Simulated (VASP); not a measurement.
A run of VASP 6.6.1:

Contents of INCAR:

```
ALGO = Normal ; DIPOL = 0.5 0.5 0.329
EDIFF = 1E-6 ; ENCUT = 520
GGA = PE ; IDIPOL = 3
ISIF = 2 ; ISMEAR = 0
LASPH = T ; LCHARG = F
LDIPOL = T ; LREAL = F
LWAVE = F ; NBANDS = 86
NELM = 80 ; PREC = Accurate
SIGMA = 0.1
```

The input KPOINTS:

```
k-points
0
Gamma
  6 6 1
```

Contents of POSCAR:

```
Ti12B
1.0
    5.8150893888      0.0000000000      0.0000000000
   -2.9075446944      5.0360151360      0.0000000000
    0.0000000000      0.0000000000     19.9935258287
Ti B
12 1
Direct
    0.3333333333      0.1666666667      0.2000647627
    0.3333333333      0.6666666667      0.2000647627
    0.8333333333      0.1666666667      0.2000647627
    0.8333333333      0.6666666667      0.2000647627
    0.1666666667      0.3333333333      0.3124429309
    0.1666666667      0.8333333333      0.3124429309
    0.6666666667      0.3333333333      0.3124429309
    0.6666666667      0.8333333333      0.3124429309
    0.0000000000      0.0000000000      0.4248138073
    0.0000000000      0.5000000000      0.4248138073
    0.5000000000      0.0000000000      0.4248138073
    0.5000000000      0.5000000000      0.4248138073
    0.0000000000      0.0000000000      0.5224178721
```

Potentials or basis: VASP PAW PBE potentials, release 64 (Ti_sv, B).

Launch:

```bash
$ cat potpaw_PBE.64/Ti_sv/POTCAR potpaw_PBE.64/B/POTCAR > POTCAR
$ mpirun -np 1 vasp_std > vasp.out
```

Hardware: 1 thread of Intel(R) Xeon(R) Platinum 8488C (Sapphire Rapids), on a shared host.

Problem. Estimate the wall time of this run.

Solution. Wall time 30 min on 1 thread of Intel(R) Xeon(R) Platinum 8488C (Sapphire Rapids), with other jobs on the host, peak memory 0.81 GiB. Counts: scf iterations 35, k points 7.
